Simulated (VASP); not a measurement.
Set up this calculation in VASP 6.6.1, as the native input.

* Task: single point
* Functional: r2SCAN
* Potentials or basis: VASP PAW PBE potentials, release 64 (Cd, F)
* Cutoff: 520 eV
* k mesh: 8 × 8 × 8
* Occupations: gaussian, width 0.02 eV
* Spin: no spin polarisation
* Dipole correction: no
* Further INCAR settings: ALGO = Normal; EDIFF = 1e-06; NBANDS = 20

CdF2:

```
CELL_PARAMETERS angstrom
0.00000 2.63992 2.63992
2.63992 0.00000 2.63992
2.63992 2.63992 0.00000
ATOMIC_POSITIONS crystal
Cd 0.00000 0.00000 0.00000
F 0.25000 0.25000 0.25000
F 0.75000 0.75000 0.75000
```

One way to write it, as run:

POSCAR

```
CdF2
1.0
    0.0000000000      2.6399178644      2.6399178644
    2.6399178644      0.0000000000      2.6399178644
    2.6399178644      2.6399178644      0.0000000000
Cd F
1 2
Direct
    0.0000000000      0.0000000000      0.0000000000
    0.2500000000      0.2500000000      0.2500000000
    0.7500000000      0.7500000000      0.7500000000
```

INCAR.step1

```
  PREC = Accurate
  ENCUT = 520
  ISMEAR = 0
  SIGMA = 0.02
  LREAL = False
  LASPH = True
  NELM = 100
  NBANDS = 20
  GGA = PE
  ALGO = Normal
  EDIFF = 1E-4
  LWAVE = True
  LCHARG = False
```

INCAR.step2

```
  PREC = Accurate
  ENCUT = 520
  EDIFF = 1E-6
  ISMEAR = 0
  SIGMA = 0.02
  LREAL = False
  LASPH = True
  NELM = 100
  ALGO = Normal
  ISIF = 2
  LWAVE = False
  LCHARG = False
  METAGGA = R2SCAN
  LMIXTAU = True
  NBANDS = 20
  ISTART = 1
```

KPOINTS

```
regular mesh
0
Gamma
  8 8 8
```

Potentials or basis: VASP PAW PBE potentials, release 64 (Cd, F).

Launch:

```sh
$ cat potpaw_PBE.64/Cd/POTCAR potpaw_PBE.64/F/POTCAR > POTCAR
$ cp INCAR.step1 INCAR
$ mpirun -np 1 vasp_std > vasp.out
$ cp INCAR.step2 INCAR
$ mpirun -np 1 vasp_std > vasp.out
```

Results of the run:

```json
{"Pressure": "9.4 GPa", "Band gap on the k mesh": "3.97 eV (least direct gap 4.38 eV)"}
```

Caveat: the cell stands under pressure; the PAW data sets were made with another functional, which shifts forces and pressure a little.

It took 89 s on 1 thread of Intel Xeon 8259CL (shared host), peak memory 0.17 GiB.
